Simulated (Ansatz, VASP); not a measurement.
# Hg: VASP beside Ansatz

```xyz
1
Lattice="2.0784 1.2000 1.9747 -2.0784 1.2000 1.9747 0.0000 -2.3999 1.9747" Properties=species:S:1:pos:R:3 pbc="T T T"
Hg   -2.0784    1.2000    1.9747
```

Alike in both runs: task single point; functional PBE; k mesh 10 × 10 × 10; occupations methfessel-paxton of order 1, width 0.1 eV; no spin polarisation.

|  | VASP | Ansatz |
| --- | --- | --- |
| version | VASP 6.6.1 | Ansatz 0.2.0 |
| potentials or method | VASP PAW PBE potentials, release 64 (Hg), cutoff 520 eV | plane waves (420 eV) with PAW, scalar-relativistic |
| valence electrons in the cell | 12 | 20 |

```tsv
	VASP	Ansatz	Ansatz less VASP
pressure (GPa)	0.1	-0.1	-0.17
traceless stress, the component that is largest in VASP (GPa)	-0.17	-0.21	-0.033
```

VASP's potentials hold 12 valence electrons a cell and Ansatz's 20, so a difference there can come from the potentials and not from the codes.

Spin-orbit coupling is off throughout.
